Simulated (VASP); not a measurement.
KBr, 2 atoms in the cell. Symmetry: Fm-3m, No. 225, cubic system. The conventional cell has a = 6.600 Å, b = 6.600 Å, c = 6.600 Å, α = 90.00°, β = 90.00°, γ = 90.00°. Br (site symmetry m-3m) has 6 K at 3.30 Å within 4.3 Å. Within 4.3 Å of K (site symmetry m-3m) lie 6 Br at 3.30 Å. 

* Program: VASP 6.6.1
* Task: relaxation of cell and atoms
* Functional: BLYP
* Dispersion: D4
* Potentials or basis: VASP PAW PBE potentials, release 64 (Br, K_sv)
* Cutoff: 600 eV
* k mesh: 7 × 7 × 7
* Occupations: fermi-dirac, width 0.05 eV
* Spin: no spin polarisation
* Dipole correction: no
* Further INCAR settings: ALGO = Normal; EDIFF = 1e-07; IBRION = 2; EDIFFG = -0.01; NSW = 60; ISIF = 3

Potentials or basis: VASP PAW PBE potentials, release 64 (Br, K_sv).

Run with:

```bash
$ cat potpaw_PBE.64/Br/POTCAR potpaw_PBE.64/K_sv/POTCAR > POTCAR
$ mpirun -np 1 vasp_std > vasp.out
```

Hardware: 1 thread of Intel(R) Xeon(R) Platinum 8488C (Sapphire Rapids), with other jobs on the host.

Q: How long does it take, and how much memory?

A: It took 2.9 min on 1 thread of Intel(R) Xeon(R) Platinum 8488C (Sapphire Rapids) (shared host), peak memory 0.26 GiB. Counts: scf iterations 41, k points 20, ion steps 5.
